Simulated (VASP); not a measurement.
# CdS (R3m) in VASP: notebook

Runs on CdS. Level: PBE. Tasks: single point.

Everything below comes from runs of VASP 6.6.1. Logs are shortened: lines on timing, memory, paths and dates and some standing lists are left out, and cuts for length are marked.

## 1. The cell of the first run

The structure is trigonal, space group R3m (No. 160). Conventional cell: a = 4.141 Å, b = 4.141 Å, c = 10.297 Å, α = 90.00°, β = 90.00°, γ = 120.00°. Cd (site symmetry 3m) has 4 S at 2.54 to 2.57 Å within 3.4 Å. Within 3.4 Å of S (site symmetry 3m) lie 4 Cd at 2.54 to 2.57 Å.

## 2. Single point, PBE (equal xy, yz and zx shear strains of +1 %)

Input file INCAR:

```
  PREC = Accurate
  ENCUT = 520
  EDIFF = 1E-7
  ISMEAR = -1
  SIGMA = 0.02
  LREAL = False
  LASPH = True
  NELM = 60
  ALGO = Normal
  ISIF = 2
  LWAVE = False
  LCHARG = True
  GGA = PE
  LELF = True
  LVHAR = True
  NBANDS = 16
```

Input file KPOINTS:

```
regular mesh
0
Gamma
  7 7 7
```

Input file POSCAR:

```
CdS
1.0
    0.0294295346      2.9576682322      2.9576682322
    2.9576682322      0.0294295346      2.9576682322
    2.9576682322      2.9576682322      0.0294295346
Cd S
1 1
Direct
    0.0000000000      0.0000000000      0.0000000000
    0.7500000000      0.7500000000      0.7500000000
```

Potentials or basis: VASP PAW PBE potentials, release 64 (Cd, S).

On the command line:

```
$ cat potpaw_PBE.64/Cd/POTCAR potpaw_PBE.64/S/POTCAR > POTCAR
$ mpirun -np 1 vasp_std > vasp.out
```

OUTCAR:

```text
PREC = Accurate
   ENCUT = 520
   EDIFF = 1E-7
   ISMEAR = -1
   LREAL = False
   LASPH = True
   NELM = 60
   ISIF = 2
   GGA = PE

 ion  position               nearest neighbor table
   1  0.000  0.000  0.000-   2 2.54   2 2.54   2 2.54   2 2.57
   2  0.750  0.750  0.750-   1 2.54   1 2.54   1 2.54   1 2.57

  LATTYP: Found a trigonal (rhomboedric) cell.
 ALAT       =     4.1828780572
 COS(alpha) =     0.5099250056

  Lattice vectors:

 A1 = (   0.0294295346,   2.9576682322,   2.9576682322)
 A2 = (   2.9576682322,   0.0294295346,   2.9576682322)
 A3 = (   2.9576682322,   2.9576682322,   0.0294295346)

Analysis of symmetry for initial positions (statically):
=====================================================================
 Subroutine PRICEL returns:
 Original cell was already a primitive cell.

 Routine SETGRP: Setting up the symmetry group for a
 trigonal (rhombohedral) supercell.

 Subroutine GETGRP returns: Found  6 space group operations
 (whereof  6 operations were pure point group operations)
 out of a pool of 12 trial point group operations.

The static configuration has the point symmetry C_3v.

Analysis of symmetry for dynamics (positions and initial velocities):
=====================================================================
 Subroutine PRICEL returns:
 Original cell was already a primitive cell.

 Routine SETGRP: Setting up the symmetry group for a
 trigonal (rhombohedral) supercell.

 Subroutine GETGRP returns: Found  6 space group operations
 (whereof  6 operations were pure point group operations)
 out of a pool of 12 trial point group operations.

The dynamic configuration has the point symmetry C_3v.

 Subroutine INISYM returns: Found  6 space group operations
 (whereof  6 operations are pure point group operations),
 and found     1 'primitive' translations

----------------------------------------------------------------------------------------

                                     Primitive cell

  volume of cell :      50.9739

  direct lattice vectors                    reciprocal lattice vectors
     0.029429535  2.957668232  2.957668232    -0.171596410  0.169905805  0.169905805
     2.957668232  0.029429535  2.957668232     0.169905805 -0.171596410  0.169905805
     2.957668232  2.957668232  0.029429535     0.169905805  0.169905805 -0.171596410

  length of vectors
     4.182878057  4.182878057  4.182878057     0.295264784  0.295264784  0.295264784

  position of ions in fractional coordinates (direct lattice)
     0.000000000  0.000000000  0.000000000
     0.750000000  0.750000000  0.750000000

  ion indices of the primitive-cell ions
   primitive index   ion index
                 1           1
                 2           2

----------------------------------------------------------------------------------------

 KPOINTS: regular mesh

Automatic generation of k-mesh.
 Grid dimensions read from file:
 generate k-points for:    7    7    7

 Generating k-lattice:

  Cartesian coordinates                     Fractional coordinates (reciprocal lattice)
    -0.024513773  0.024272258  0.024272258     0.142857143 -0.000000000 -0.000000000
     0.024272258 -0.024513773  0.024272258    -0.000000000  0.142857143 -0.000000000
     0.024272258  0.024272258 -0.024513773    -0.000000000 -0.000000000  0.142857143

  Length of vectors
     0.042180683  0.042180683  0.042180683

  Shift w.r.t. Gamma in fractional coordinates (k-lattice)
     0.000000000  0.000000000  0.000000000

 Subroutine IBZKPT returns following result:
 ===========================================

 Found     44 irreducible k-points:

 Following reciprocal coordinates:
            Coordinates               Weight
  0.000000  0.000000  0.000000      1.000000
  0.142857  0.000000 -0.000000      6.000000
  0.285714  0.000000 -0.000000      6.000000
  0.428571 -0.000000 -0.000000      6.000000
  0.142857  0.142857  0.000000      6.000000
  0.285714  0.142857  0.000000     12.000000
[... 16 lines left out ...]
  0.285714  0.285714  0.142857      6.000000
  0.428571  0.285714  0.142857     12.000000
 [... further k-points ...]
   k-points           NKPTS =     44   k-points in BZ     NKDIM =     44   number of bands    NBANDS=     16
   number of dos      NEDOS =    301   number of ions     NIONS =      2
   total plane-waves  NPLWV =  32768
   dimension x,y,z NGX =    32 NGY =   32 NGZ =   32
   dimension x,y,z NGXF=    64 NGYF=   64 NGZF=   64
   ions per type =               1   1
   NGX,Y,Z   is equivalent  to a cutoff of  12.72, 12.72, 12.72 a.u.
   NGXF,Y,Z  is equivalent  to a cutoff of  25.44, 25.44, 25.44 a.u.
 SYSTEM =  unknown system
   PREC   = accura    normal or accurate (medium, high low for compatibility)
   ISTART =      0    job   : 0-new  1-cont  2-samecut
   ICHARG =      2    charge: 1-file 2-atom 10-const
   ISPIN  =      1    spin polarized calculation?
   LNONCOLLINEAR =      F non collinear calculations
   LSORBIT =      F    spin-orbit coupling
   LASPH  =      T    aspherical Exc in radial PAW
   ENCUT  =  520.0 eV  38.22 Ry    6.18 a.u.   7.78  7.78  7.78*2*pi/ulx,y,z
   NELM   =     60;   NELMIN=  2; NELMDL= -5     # of ELM steps
   EDIFF  = 0.1E-06   stopping-criterion for ELM
   LREAL  =      F    real-space projection
   EDIFFG = 0.1E-05   stopping-criterion for IOM
   NSW    =      0    number of steps for IOM
   IBRION =     -1    ionic relax: 0-MD 1-quasi-New 2-CG
   NFREE  =      0    steps in history (QN), initial steepest desc. (CG)
   ISIF   =      2    stress and relaxation
   ISYM   =      2    0-nonsym 1-usesym 2-fastsym
   POTIM  = 0.5000    time-step for ionic-motion
   TEBEG  =    0.0;   TEEND  =   0.0 temperature during run
   PSTRESS=    0.0 pullay stress
   NELECT =      18.0000    total number of electrons
   NUPDOWN=      -1.0000    fix difference up-down
   EMIN   =  10.00;   EMAX   =-10.00  energy-range for DOS
   EFERMI =   0.00;   METHOD = LEGACY
   ISMEAR =    -1;   SIGMA  =   0.02  broadening in eV -4-tet -1-fermi 0-gaus
   EFERMI_NEDOS =   21; number of points for ismear=-14 and -15
   IALGO  =     38    algorithm
   IMIX   =      4    mixing-type and parameters
     AMIX     =   0.40;   BMIX     =  1.00
     AMIX_MAG =   1.60;   BMIX_MAG =  1.00
  volume/ion in A,a.u.               =      25.49       171.99
  Fermi-wavevector in a.u.,A,eV,Ry     =   1.157133  2.186663 18.217597  1.338956
  Thomas-Fermi vector in A             =   2.293747
   LORBIT       =      0    0 simple, 1 ext, 2 COOP (PROOUT), +10 PAW based schemes
   GGA     = PE    functional components
[... 5 lines left out ...]
 non-spin polarized calculation
  energy-cutoff  :      520.00
  volume of cell :       50.97
 maximum number of plane-waves:      1387
   NGX = 15   NGY = 15   NGZ = 15

 number of electron      18.0000004 magnetization

 Free energy of the ion-electron system (eV)
  ---------------------------------------------------
  ext. energy  EPLUGINS =         0.00000000
  ---------------------------------------------------
  free energy    TOTEN  =        -6.13831007 eV

  energy without entropy =       -6.13831007  energy(sigma->0) =       -6.13831007

 E-fermi :   1.5401     XC(G=0):  -9.0234

 val. band max:        1.1020876139   @ k =   0.0000   0.0000   0.0000
 cond. band min:       2.1764893706   @ k =   0.0000   0.0000   0.0000
 fundamental gap:      1.0744017567
 Fermi energy:         1.5400842827

 k-point     1 :       0.0000    0.0000    0.0000
  band No.  band energies     occupation
      1     -11.1210      2.00000
      2      -6.5534      2.00000
      3      -6.5534      2.00000
      4      -6.5375      2.00000
      5      -6.1042      2.00000
      6      -6.1042      2.00000
[... 8 lines left out ...]
     15      12.5275      0.00000
     16      12.5275      0.00000

 k-point     2 :       0.1429    0.0000   -0.0000
  band No.  band energies     occupation
      1     -11.0449      2.00000
      2      -6.5255      2.00000
      3      -6.5134      2.00000
      4      -6.4807      2.00000
      5      -6.1057      2.00000
      6      -6.1050      2.00000
[... 8 lines left out ...]
     15      11.8668      0.00000
     16      12.9457      0.00000

 k-point     3 :       0.2857    0.0000   -0.0000
  band No.  band energies     occupation
      1     -10.8732      2.00000
      2      -6.4709      2.00000
      3      -6.4609      2.00000
      4      -6.2293      2.00000
      5      -6.0972      2.00000
      6      -6.0952      2.00000
[... 8 lines left out ...]
     15      11.8892      0.00000
     16      12.1671      0.00000

 k-point     4 :       0.4286   -0.0000   -0.0000
  band No.  band energies     occupation
      1     -10.7362      2.00000
      2      -6.4391      2.00000
      3      -6.4318      2.00000
      4      -6.0751      2.00000
      5      -6.0720      2.00000
      6      -5.8329      2.00000
[... 8 lines left out ...]
     15      13.0117      0.00000
     16      13.1871      0.00000

 k-point     5 :       0.1429    0.1429    0.0000
  band No.  band energies     occupation
      1     -11.0209      2.00000
      2      -6.5010      2.00000
      3      -6.4972      2.00000
      4      -6.4822      2.00000
      5      -6.1223      2.00000
      6      -6.0892      2.00000
[... 8 lines left out ...]
     15      12.6617      0.00000
     16      13.8845      0.00000

 k-point     6 :       0.2857    0.1429    0.0000
  band No.  band energies     occupation
      1     -10.8823      2.00000
      2      -6.4639      2.00000
      3      -6.4299      2.00000
      4      -6.3203      2.00000
      5      -6.1137      2.00000
      6      -6.0748      2.00000
[... 8 lines left out ...]
     15      12.6280      0.00000
     16      13.8238      0.00000
[... 267 lines left out ...]
 k-point    21 :      -0.2857    0.1429    0.1429
  band No.  band energies     occupation
      1     -10.7332      2.00000
      2      -6.4189      2.00000
      3      -6.4015      2.00000
      4      -6.1478      2.00000
      5      -6.0606      2.00000
      6      -5.8850      2.00000
[... 8 lines left out ...]
     15      13.3680      0.00000
     16      13.5394      0.00000

 k-point    22 :      -0.1429    0.1429    0.1429
  band No.  band energies     occupation
      1     -10.8801      2.00000
      2      -6.4498      2.00000
      3      -6.4404      2.00000
      4      -6.3189      2.00000
      5      -6.1152      2.00000
      6      -6.0745      2.00000
[... 8 lines left out ...]
     15      12.6550      0.00000
     16      13.7134      0.00000

 k-point    23 :       0.2857    0.2857    0.1429
  band No.  band energies     occupation
      1     -10.8878      2.00000
      2      -6.4678      2.00000
      3      -6.4470      2.00000
      4      -6.3106      2.00000
      5      -6.1122      2.00000
      6      -6.0746      2.00000
[... 8 lines left out ...]
     15      12.6890      0.00000
     16      13.8875      0.00000

 k-point    24 :       0.4286    0.2857    0.1429
  band No.  band energies     occupation
      1     -10.7617      2.00000
      2      -6.4123      2.00000
      3      -6.3884      2.00000
      4      -6.2123      2.00000
      5      -6.0748      2.00000
      6      -5.9767      2.00000
[... 8 lines left out ...]
     15      13.5064      0.00000
     16      14.8703      0.00000

 [... further k-points ...]
[... 5 lines left out ...]
  --------------------------------------------------------------------------------------
  -------------------------------------------------------------------------------------
  Total        0.4795073      0.4795073      0.4795073     -0.1562163     -0.1562163     -0.1562163
  in kB       15.0715552     15.0715552     15.0715552     -4.9100865     -4.9100865     -4.9100865
  external PRESSURE =      15.0715552 kB  Pullay stress =       0.0000000 kB

 VOLUME and BASIS-vectors are now :
 -----------------------------------------------------------------------------
  energy-cutoff  :      520.00
  volume of cell :       50.97
      direct lattice vectors                 reciprocal lattice vectors
     0.029429535  2.957668232  2.957668232    -0.171596410  0.169905805  0.169905805
     2.957668232  0.029429535  2.957668232     0.169905805 -0.171596410  0.169905805
     2.957668232  2.957668232  0.029429535     0.169905805  0.169905805 -0.171596410

 POSITION                                       TOTAL-FORCE (eV/Angst)
 -----------------------------------------------------------------------------------
      0.00000      0.00000      0.00000        -0.058697     -0.058697     -0.058697
      4.45857      4.45857      4.45857         0.058697      0.058697      0.058697
 -----------------------------------------------------------------------------------
    total drift:                               -0.000076     -0.000076     -0.000076

  FREE ENERGIE OF THE ION-ELECTRON SYSTEM (eV)
  ---------------------------------------------------
  free  energy   TOTEN  =        -6.1383100665 eV

  energy  without entropy=       -6.1383100665  energy(sigma->0) =       -6.13831007
```

It took 18 s on 1 thread of Intel Xeon Platinum 8488C (Sapphire Rapids), shared host; peak memory 0.19 GiB.

Results:

- Free energy: -6.1383 eV
- Pressure: 1.5 GPa
- Largest force: 0.102 eV/Å
- Band gap on the k mesh: 1.07 eV, direct

Forces in eV/Å, atoms in the order of the input:
```
Cd  -0.059 -0.059 -0.059
S    0.059  0.059  0.059
```

Levels at points of the mesh, in eV from the valence-band top:
| k point | band 7 | band 8 | band 9 | band 10 | band 11 | band 12 |
| --- | --- | --- | --- | --- | --- | --- |
| (0.00, 0.00, 0.00) | -0.05 | 0.00 | 0.00 | 1.07 | 6.41 | 6.60 |

Caveat: the cell differs from its parent crystal (equal xy, yz and zx shear strains of +1 %).

[end of part 1 of 2]
